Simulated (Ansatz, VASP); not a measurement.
## Two plane-wave programs on BaO

```
Ba O
1.0
     0.00000    2.75857    2.75857
     2.75857    0.00000    2.75857
     2.75857    2.75857    0.00000
Ba O
1 1
Cartesian
  0.0000 0.0000 0.0000
  2.7586 2.7586 2.7586
```

Alike in both runs: task single point; functional PBE; k mesh 6 × 6 × 6; no spin polarisation.

|  | VASP | Ansatz |
| --- | --- | --- |
| version | VASP 6.6.1 | Ansatz 0.2.0 |
| potentials or method | VASP PAW PBE potentials, release 64 (Ba_sv, O) | plane waves, PAW |
| plane-wave cutoff (eV) | 600 | 420 |
| occupations | gaussian, width 0.01 eV | fixed |
| valence electrons in the cell | 16 | 16 |

Ansatz gave:

```
gap on the k mesh at the Fermi level (eV) : 2.00
pressure (GPa)                            : 2.3
```

Estimate VASP's values.

gap on the k mesh at the Fermi level (eV): 1.93; pressure (GPa): 4.0.

Neither program's run includes spin-orbit coupling.
